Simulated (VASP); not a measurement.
# InReSe4 (F-43m) in VASP: a series of runs

InReSe4 is run at these levels: PBE; tasks: single point, relaxation of cell and atoms.

Program: VASP 6.6.1. These are calculated values, not measurements. Logs are shortened: lines on timing, memory, paths and dates and some standing lists are left out, and cuts for length are marked.

## 1. The cell of the first run

Symmetry: F-43m, No. 216, cubic system. The conventional cell has a = 8.358 Å, b = 8.358 Å, c = 8.358 Å, α = 90.00°, β = 90.00°, γ = 90.00°. In (site symmetry -43m) has 12 Se at 3.47 Å and 4 Re at 3.62 Å within 4.6 Å. Within 4.6 Å of Re (site symmetry -43m) lie 12 Se at 3.46 Å and 4 In at 3.62 Å. Se (site symmetry 3m) has 6 Se at 2.94 to 2.97 Å and 3 Re at 3.46 Å and 3 In at 3.47 Å within 3.9 Å.

The cell was generated, and may not be a known phase.

## 2. Single point, PBE, collinear spin

Input file INCAR:

```
SYSTEM = InReSe4
PREC = Accurate ; ENCUT = 520
EDIFF = 1E-6 ; ISMEAR = 0
SIGMA = 0.1 ; LREAL = .FALSE.
LASPH = .TRUE. ; NELM = 150
ALGO = Normal ; ISIF = 2
LWAVE = .FALSE. ; LCHARG = .FALSE.
ISPIN = 2 ; MAGMOM = 0 1 0 0 0 0
LORBIT = 11 ; LMAXMIX = 4
GGA = PE ; NBANDS = 35
```

Input file KPOINTS:

```
Automatic mesh
0
G
  4 4 4
  0 0 0
```

Input file POSCAR:

```
InReSe4
1.0
    0.0000000000      4.1790446400      4.1790446400
    4.1790446400      0.0000000000      4.1790446400
    4.1790446400      4.1790446400      0.0000000000
In Re Se
1 1 4
Direct
    0.0000000000      0.0000000000      0.0000000000
    0.7500000000      0.7500000000      0.7500000000
    0.8735502700      0.3754832400      0.3754832400
    0.3754832400      0.3754832400      0.3754832400
    0.3754832400      0.8735502700      0.3754832400
    0.3754832400      0.3754832400      0.8735502700
```

Potentials or basis: VASP PAW PBE potentials, release 64 (In_d, Re, Se).

Run with:

```sh
cat potpaw_PBE.64/In_d/POTCAR potpaw_PBE.64/Re/POTCAR potpaw_PBE.64/Se/POTCAR > POTCAR
mpirun -np 1 vasp_std > vasp.out
```

OUTCAR:

```text
SYSTEM = InReSe4
   PREC = Accurate
   ENCUT = 520
   EDIFF = 1E-6
   ISMEAR = 0
   LREAL = .FALSE.
   LASPH = .TRUE.
   NELM = 150
   ISIF = 2
   ISPIN = 2
   LORBIT = 11
   GGA = PE

 ion  position               nearest neighbor table
   1  0.000  0.000  0.000-   2 3.62   2 3.62   2 3.62   2 3.62
   2  0.750  0.750  0.750-   1 3.62   1 3.62   1 3.62   1 3.62
   3  0.874  0.375  0.375-
   4  0.375  0.375  0.375-
   5  0.375  0.874  0.375-
   6  0.375  0.375  0.874-

  LATTYP: Found a face centered cubic cell.
 ALAT       =     8.3580892800

  Lattice vectors:

 A1 = (   0.0000000000,   4.1790446400,   4.1790446400)
 A2 = (   4.1790446400,   0.0000000000,   4.1790446400)
 A3 = (   4.1790446400,   4.1790446400,   0.0000000000)

Analysis of symmetry for initial positions (statically):
=====================================================================
 Subroutine PRICEL returns:
 Original cell was already a primitive cell.

 Routine SETGRP: Setting up the symmetry group for a
 face centered cubic supercell.

 Subroutine GETGRP returns: Found 24 space group operations
 (whereof 24 operations were pure point group operations)
 out of a pool of 48 trial point group operations.

The static configuration has the point symmetry T_d .

Analysis of symmetry for dynamics (positions and initial velocities):
=====================================================================
 Subroutine PRICEL returns:
 Original cell was already a primitive cell.

 Routine SETGRP: Setting up the symmetry group for a
 face centered cubic supercell.

 Subroutine GETGRP returns: Found 24 space group operations
 (whereof 24 operations were pure point group operations)
 out of a pool of 48 trial point group operations.

The dynamic configuration has the point symmetry T_d .

Analysis of structural, dynamic, and magnetic symmetry:
=====================================================================
 Subroutine PRICEL returns:
 Original cell was already a primitive cell.

 Routine SETGRP: Setting up the symmetry group for a
 face centered cubic supercell.

 Subroutine GETGRP returns: Found 24 space group operations
 (whereof 24 operations were pure point group operations)
 out of a pool of 48 trial point group operations.

The overall configuration has the point symmetry T_d .

 Subroutine INISYM returns: Found 24 space group operations
 (whereof 24 operations are pure point group operations),
 and found     1 'primitive' translations

----------------------------------------------------------------------------------------

                                     Primitive cell

  volume of cell :     145.9691

  direct lattice vectors                    reciprocal lattice vectors
     0.000000000  4.179044640  4.179044640    -0.119644570  0.119644570  0.119644570
     4.179044640  0.000000000  4.179044640     0.119644570 -0.119644570  0.119644570
     4.179044640  4.179044640  0.000000000     0.119644570  0.119644570 -0.119644570

  length of vectors
     5.910061608  5.910061608  5.910061608     0.207230475  0.207230475  0.207230475

  position of ions in fractional coordinates (direct lattice)
     0.000000000  0.000000000  0.000000000
     0.750000000  0.750000000  0.750000000
     0.873550270  0.375483240  0.375483240
     0.375483240  0.375483240  0.375483240
     0.375483240  0.873550270  0.375483240
     0.375483240  0.375483240  0.873550270

  ion indices of the primitive-cell ions
   primitive index   ion index
                 1           1
                 2           2
                 3           3
                 4           4
                 5           5
                 6           6

----------------------------------------------------------------------------------------

 KPOINTS: Automatic mesh

Automatic generation of k-mesh.
 Grid dimensions read from file:
 generate k-points for:    4    4    4

 Generating k-lattice:

  Cartesian coordinates                     Fractional coordinates (reciprocal lattice)
    -0.029911143  0.029911143  0.029911143     0.250000000  0.000000000  0.000000000
     0.029911143 -0.029911143  0.029911143     0.000000000  0.250000000  0.000000000
     0.029911143  0.029911143 -0.029911143     0.000000000  0.000000000  0.250000000

  Length of vectors
     0.051807619  0.051807619  0.051807619

  Shift w.r.t. Gamma in fractional coordinates (k-lattice)
     0.000000000  0.000000000  0.000000000

 Subroutine IBZKPT returns following result:
 ===========================================

 Found      8 irreducible k-points:

 Following reciprocal coordinates:
            Coordinates               Weight
  0.000000  0.000000  0.000000      1.000000
  0.250000  0.000000  0.000000      8.000000
  0.500000  0.000000  0.000000      4.000000
  0.250000  0.250000  0.000000      6.000000
  0.500000  0.250000  0.000000     24.000000
 -0.250000  0.250000  0.000000     12.000000
  0.500000  0.500000  0.000000      3.000000
 -0.250000  0.500000  0.250000      6.000000
   k-points           NKPTS =      8   k-points in BZ     NKDIM =      8   number of bands    NBANDS=     35
   number of dos      NEDOS =    301   number of ions     NIONS =      6
   total plane-waves  NPLWV = 110592
   dimension x,y,z NGX =    48 NGY =   48 NGZ =   48
   dimension x,y,z NGXF=    96 NGYF=   96 NGZF=   96
   ions per type =               1   1   4
   NGX,Y,Z   is equivalent  to a cutoff of  13.50, 13.50, 13.50 a.u.
   NGXF,Y,Z  is equivalent  to a cutoff of  27.00, 27.00, 27.00 a.u.
 SYSTEM =  InReSe4
   PREC   = accura    normal or accurate (medium, high low for compatibility)
   ISTART =      0    job   : 0-new  1-cont  2-samecut
   ICHARG =      2    charge: 1-file 2-atom 10-const
   ISPIN  =      2    spin polarized calculation?
   LNONCOLLINEAR =      F non collinear calculations
   LSORBIT =      F    spin-orbit coupling
   LASPH  =      T    aspherical Exc in radial PAW
   ENCUT  =  520.0 eV  38.22 Ry    6.18 a.u.  10.99 10.99 10.99*2*pi/ulx,y,z
   NELM   =    150;   NELMIN=  2; NELMDL= -5     # of ELM steps
   EDIFF  = 0.1E-05   stopping-criterion for ELM
   LREAL  =      F    real-space projection
   EDIFFG = 0.1E-04   stopping-criterion for IOM
   NSW    =      0    number of steps for IOM
   IBRION =     -1    ionic relax: 0-MD 1-quasi-New 2-CG
   NFREE  =      0    steps in history (QN), initial steepest desc. (CG)
   ISIF   =      2    stress and relaxation
   ISYM   =      2    0-nonsym 1-usesym 2-fastsym
   POTIM  = 0.5000    time-step for ionic-motion
   TEBEG  =    0.0;   TEEND  =   0.0 temperature during run
   PSTRESS=    0.0 pullay stress
   NELECT =      44.0000    total number of electrons
   NUPDOWN=      -1.0000    fix difference up-down
   EMIN   =  10.00;   EMAX   =-10.00  energy-range for DOS
   EFERMI =   0.00;   METHOD = LEGACY
   ISMEAR =     0;   SIGMA  =   0.10  broadening in eV -4-tet -1-fermi 0-gaus
   EFERMI_NEDOS =   21; number of points for ismear=-14 and -15
   IALGO  =     38    algorithm
   IMIX   =      4    mixing-type and parameters
     AMIX     =   0.40;   BMIX     =  1.00
     AMIX_MAG =   1.60;   BMIX_MAG =  1.00
  volume/ion in A,a.u.               =      24.33       164.17
  Fermi-wavevector in a.u.,A,eV,Ry     =   1.097671  2.074297 16.393399  1.204881
  Thomas-Fermi vector in A             =   2.234035
   LORBIT       =     11    0 simple, 1 ext, 2 COOP (PROOUT), +10 PAW based schemes
   GGA     = PE    functional components
   LHFCALC =     F    Hartree Fock is set to
   AEXX    =    0.0000 exact exchange contribution
   IVDW    =     0    specifies the selected vdW correction
   LEPSILON=     F    determine dielectric tensor
   LRPA    =     F    only Hartree local field effects (RPA)
 spin polarized calculation
 Gauss-broadening in eV      SIGMA  =   0.10
  energy-cutoff  :      520.00
  volume of cell :      145.97
 maximum number of plane-waves:      3972
 NGX is ok and might be reduce to    48
   NGX = 21   NGY = 21   NGZ = 21

 number of electron      44.0000001 magnetization       4.5568728

 Free energy of the ion-electron system (eV)
  ---------------------------------------------------
  ext. energy  EPLUGINS =         0.00000000
  ---------------------------------------------------
  free energy    TOTEN  =       -21.53234230 eV

  energy without entropy =      -21.48644248  energy(sigma->0) =      -21.50939239

 E-fermi :   4.8723     XC(G=0): -10.0380

 val. band max:        4.8137178142   @ k =  -0.2500   0.2500   0.0000
 cond. band min:       4.8820419857   @ k =  -0.2500   0.2500   0.0000
 fundamental gap:      0.0683241715
 Fermi energy:         4.8723464276

 spin component 1

 k-point     1 :       0.0000    0.0000    0.0000
  band No.  band energies     occupation
      1     -10.4957      1.00000
      2      -9.4754      1.00000
      3      -9.4754      1.00000
      4      -9.4754      1.00000
      5      -9.4634      1.00000
      6      -9.4634      1.00000
[... 285 lines left out ...]
     33      10.2240      0.00000
     34      11.2250      0.00000
 Fermi energy:         4.8723464276

 spin component 2

 k-point     1 :       0.0000    0.0000    0.0000
  band No.  band energies     occupation
      1     -10.4922      1.00000
      2      -9.4545      1.00000
      3      -9.4545      1.00000
      4      -9.4545      1.00000
      5      -9.4458      1.00000
      6      -9.4458      1.00000
[... 285 lines left out ...]
     33      11.1798      0.00000
     34      12.1522      0.00000
 [bands above 34 left out]

------------------------ aborting loop because EDIFF is reached ----------------------------------------

  FORCE on cell =-STRESS in cart. coord.  units (eV):
  Direction    XX          YY          ZZ          XY          YZ          ZX
  --------------------------------------------------------------------------------------
  -------------------------------------------------------------------------------------
  Total       -1.3282687     -1.3282687     -1.3282687      0.0000000      0.0000000      0.0000000
  in kB      -14.5792601    -14.5792601    -14.5792601      0.0000000      0.0000000      0.0000000
  external PRESSURE =     -14.5792601 kB  Pullay stress =       0.0000000 kB

 VOLUME and BASIS-vectors are now :
 -----------------------------------------------------------------------------
  energy-cutoff  :      520.00
  volume of cell :      145.97
      direct lattice vectors                 reciprocal lattice vectors
     0.000000000  4.179044640  4.179044640    -0.119644570  0.119644570  0.119644570
     4.179044640  0.000000000  4.179044640     0.119644570 -0.119644570  0.119644570
     4.179044640  4.179044640  0.000000000     0.119644570  0.119644570 -0.119644570

 POSITION                                       TOTAL-FORCE (eV/Angst)
 -----------------------------------------------------------------------------------
      0.00000      0.00000      0.00000        -0.000000     -0.000000     -0.000000
      6.26857      6.26857      6.26857        -0.000000     -0.000000     -0.000000
      3.13832      5.21977      5.21977         0.089397     -0.089397     -0.089397
      3.13832      3.13832      3.13832         0.089397      0.089397      0.089397
      5.21977      3.13832      5.21977        -0.089397      0.089397     -0.089397
      5.21977      5.21977      3.13832        -0.089397     -0.089397      0.089397
 -----------------------------------------------------------------------------------
    total drift:                                0.000029      0.000029      0.000029

  FREE ENERGIE OF THE ION-ELECTRON SYSTEM (eV)
  ---------------------------------------------------
  free  energy   TOTEN  =       -21.5323422973 eV

  energy  without entropy=      -21.4864424820  energy(sigma->0) =      -21.50939239

 total charge

# of ion       s       p       d       tot
------------------------------------------
    1        1.123   0.238   9.855  11.215
    2        0.480   0.102   4.535   5.118
    3        1.538   2.071   0.043   3.652
    4        1.538   2.071   0.043   3.652
    5        1.538   2.071   0.043   3.652
    6        1.538   2.071   0.043   3.652
--------------------------------------------------
tot          7.755   8.625  14.561  30.941

 magnetization (x)

# of ion       s       p       d       tot
------------------------------------------
    1        0.040   0.010   0.005   0.054
    2        0.237   0.027   3.657   3.920
    3        0.001  -0.012   0.002  -0.009
    4        0.001  -0.012   0.002  -0.009
    5        0.001  -0.012   0.002  -0.009
    6        0.001  -0.012   0.002  -0.009
--------------------------------------------------
tot          0.280  -0.012   3.669   3.937
```

Run time: 5.2 min. Hardware: 1 thread of Intel Xeon 8259CL, shared host; peak memory 0.43 GiB.

What came out:

| Item | Value |
| --- | --- |
| Free energy | -21.5323 eV |
| Pressure | -1.5 GPa |
| Largest force | 0.155 eV/Å |
| Net moment | 4.56 μB per cell |
| Site moments | In +0.05; Re +3.92; Se -0.01 μB |
| Valence electrons inside the program's atomic spheres | In 11.21; Re 5.12; Se 3.65 |

Forces on the atoms (eV/Å):
```
In   0.000  0.000  0.000
Re   0.000  0.000  0.000
Se   0.089 -0.089 -0.089
Se   0.089  0.089  0.089
Se  -0.089  0.089 -0.089
Se  -0.089 -0.089  0.089
```

Caveat: spin-orbit coupling is left out, which moves the levels of the heavy elements.

## 3. Single point, PBE, collinear spin

This run uses another cell than the first one, of 23.13 Å³/atom.

Input file INCAR:

```
PREC     = Accurate       # precision mode
ENCUT    = 520            # plane-wave cutoff, eV
EDIFF    = 1E-6           # SCF threshold, eV
ISMEAR   = 0              # smearing method
SIGMA    = 0.1            # smearing width, eV
LREAL    = False          # projectors in reciprocal space
LASPH    = True           # aspherical terms in the spheres
NELM     = 150            # most SCF steps
ALGO     = Normal         # electronic algorithm
ISIF     = 2              # what is computed and relaxed
LWAVE    = False          # write WAVECAR
LCHARG   = False          # write CHGCAR
ISPIN    = 2              # spin polarisation
MAGMOM   = 0 4.51 0 0 0 0 # initial moments
LORBIT   = 11             # projections on sites
LMAXMIX  = 4              # l up to which the mixer works
GGA      = PE             # functional
NBANDS   = 35             # bands
```

Input file KPOINTS:

```
Automatic mesh
0
Gamma
  8 8 8
```

Input file POSCAR:

```
InReSe4
1.0
    0.0000000000      4.1091508353      4.1091508353
    4.1091508353      0.0000000000      4.1091508353
    4.1091508353      4.1091508353      0.0000000000
In Re Se
1 1 4
Direct
    0.0000000000      0.0000000000      0.0000000000
    0.7500000000      0.7500000000      0.7500000000
    0.8699294856      0.3766901715      0.3766901715
    0.3766901715      0.3766901715      0.3766901715
    0.3766901715      0.8699294856      0.3766901715
    0.3766901715      0.3766901715      0.8699294856
```

Potentials or basis: VASP PAW PBE potentials, release 64 (In_d, Re, Se).

Run with:

```sh
cat potpaw_PBE.64/In_d/POTCAR potpaw_PBE.64/Re/POTCAR potpaw_PBE.64/Se/POTCAR > POTCAR
mpirun -np 1 vasp_std > vasp.out
```

It took 11 min on 1 thread of Intel Xeon 8259CL, shared host; peak memory 0.55 GiB.

It converged, with:

```
Free energy                                           : -21.8616 eV
Pressure                                              : -0.1 GPa
Largest force                                         : 0.014 eV/Å
Net moment                                            : 4.56 μB per cell
Site moments                                          : In +0.05; Re +3.82; Se +0.02 μB
Valence electrons inside the program's atomic spheres : In 11.23; Re 5.15; Se 3.66
```

Forces on the atoms (eV/Å):
```
In   0.000  0.000  0.000
Re   0.000  0.000  0.000
Se  -0.008  0.008  0.008
Se  -0.008 -0.008 -0.008
Se   0.008 -0.008  0.008
Se   0.008  0.008 -0.008
```

Levels at points of the mesh, in eV from the Fermi level:
Spin up:
```csv
k point,band 21,band 22,band 23,band 24,band 25,band 26,band 27,band 28
"(0.00, 0.00, 0.00)",-0.90,-0.32,0.90,0.90,0.90,0.93,0.93,0.93
"(0.50, 0.00, 0.00)",-1.43,-1.43,-0.95,-0.95,0.03,0.99,1.87,1.87
"(0.50, 0.50, 0.00)",-1.65,-1.65,-1.58,-0.86,-0.23,0.65,1.75,1.75
```
Spin down:
```tsv
k point	band 18	band 19	band 20	band 21	band 22	band 23
(0.00, 0.00, 0.00)	0.18	0.18	0.92	0.92	0.92	1.16
(0.50, 0.00, 0.00)	-2.35	-2.31	0.52	0.60	0.60	0.98
(0.50, 0.50, 0.00)	-2.43	-2.18	-0.84	0.25	0.25	0.40
```

Caveat: spin-orbit coupling is left out, which moves the levels of the heavy elements.

[end of part 1 of 2]
